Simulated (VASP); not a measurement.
Set up this calculation in VASP 6.6.1, as the native input.

- Task: relaxation of cell and atoms
- Functional: PBE
- Potentials or basis: VASP PAW PBE potentials, release 64 (Er_3, Be), 4f in core
- Cutoff: 600 eV
- k mesh: 7 × 7 × 4
- Occupations: gaussian, width 0.2 eV
- Spin: no spin polarisation
- Dipole correction: no
- Further INCAR settings: ALGO = Normal; EDIFF = 1e-07; IBRION = 2; EDIFFG = -0.08; NSW = 36; ISIF = 3

The structure of ErBe lies in POSCAR:

```
ErBe
1.0
    1.9762019900     -1.8784818500      0.0000000000
    1.9762019900      1.8784818500      0.0000000000
   -1.7281718000      0.0000000000      4.8509534100
Er Be
1 1
Direct
    0.5000000000      0.5000000000      0.5000000000
    0.5000000000      0.5000000000      0.0000000000
```

The cell was generated, and may not be a known phase.

The input as run:

INCAR

```
SYSTEM = ErBe
  PREC = Accurate
  ENCUT = 600
  EDIFF = 1E-7
  ISMEAR = 0
  SIGMA = 0.2
  LREAL = .FALSE.
  LASPH = .TRUE.
  NELM = 200
  ALGO = Normal
  ISIF = 3
  LWAVE = .FALSE.
  LCHARG = .FALSE.
  GGA = PE
  IBRION = 2
  NSW = 36
  EDIFFG = -0.08
  GGA_COMPAT = .FALSE.
  NELMIN = 4
  LMAXMIX = 6
```

KPOINTS

```
Automatic mesh
0
G
  7 7 4
  0 0 0
```

Potentials or basis: VASP PAW PBE potentials, release 64 (Er_3, Be), 4f in core.

The run is started by

```sh
$ cat potpaw_PBE.64/Er_3/POTCAR potpaw_PBE.64/Be/POTCAR > POTCAR
$ mpirun -np 1 vasp_std > vasp.out
```

Results of the run:

```yaml
Relaxed_volume: 19.21 Å³/atom
Relaxed_cell: a = 3.381 Å, b = 3.381 Å, c = 5.852 Å, α = 125.42°, β = 125.42°, γ = 89.83°
Space_group_after_relaxing_to_0.1_Å: Pm-3m (No. 221)
Energy_gained_by_relaxing: 1209.1 meV/atom
Ionic_steps: 13
Pressure_after_relaxing: -0.1 GPa
Band_gap_on_the_k_mesh: zero (an odd number of electrons rules out a gap without spin polarisation)
```

Caveat: a cell axis changed by over 15 % at a fixed basis, so the end point is rough; spin-orbit coupling is left out, which moves the levels of the heavy elements; the 4f electrons are frozen in the core, so they carry no moment and show no levels.

Run time: 110 s on 1 thread of Intel(R) Xeon(R) 6975P-C (Granite Rapids), with other jobs on the host, peak memory 0.19 GiB.
